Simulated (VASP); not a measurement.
Crystal: Te2Mo.

```
Te Mo
1.0
     0.00000    4.32805    4.32805
     4.32805    0.00000    4.32805
     4.32805    4.32805    0.00000
Te Mo
4 2
Direct
  0.62500 0.62500 0.62500
  0.12500 0.62500 0.62500
  0.62500 0.62500 0.12500
  0.62500 0.12500 0.62500
  0.00000 0.00000 0.00000
  0.25000 0.25000 0.25000
```

* Program: VASP 6.6.1
* Task: relaxation of cell and atoms
* Functional: PBE
* Potentials or basis: VASP PAW PBE potentials, release 64 (Te, Mo_sv)
* Cutoff: 600 eV
* k mesh: 4 × 4 × 4
* Occupations: gaussian, width 0.1 eV
* Spin: no spin polarisation

At the start: pressure -5.0 GPa; volume 27.02 Å³/atom.

Task: How do energy, volume and symmetry change on relaxing?

Result: Over 3 steps the energy falls by 38.5 meV/atom and the volume is 24.77 Å³/atom (-8.3 %); space group Fd-3m (No. 227, to 0.1 Å) before and after.

The path:
```
step  energy change (eV)  largest force (eV/Å)  pressure (GPa)  volume (Å³)
   1              0.0000                0.0000           -5.00       162.15
   2             -0.1824                0.0000            2.94       143.13
   3             -0.2308                0.0000            0.00       148.61
```

Final structure:
```yaml
crystal:
  lattice:
    - [0.00000, 4.20412, 4.20412]
    - [4.20412, 0.00000, 4.20412]
    - [4.20412, 4.20412, 0.00000]
  atoms:
    - { symbol: Te, position: [0.62500, 0.62500, 0.62500] }
    - { symbol: Te, position: [0.12500, 0.62500, 0.62500] }
    - { symbol: Te, position: [0.62500, 0.62500, 0.12500] }
    - { symbol: Te, position: [0.62500, 0.12500, 0.62500] }
    - { symbol: Mo, position: [0.00000, 0.00000, 0.00000] }
    - { symbol: Mo, position: [0.25000, 0.25000, 0.25000] }
```
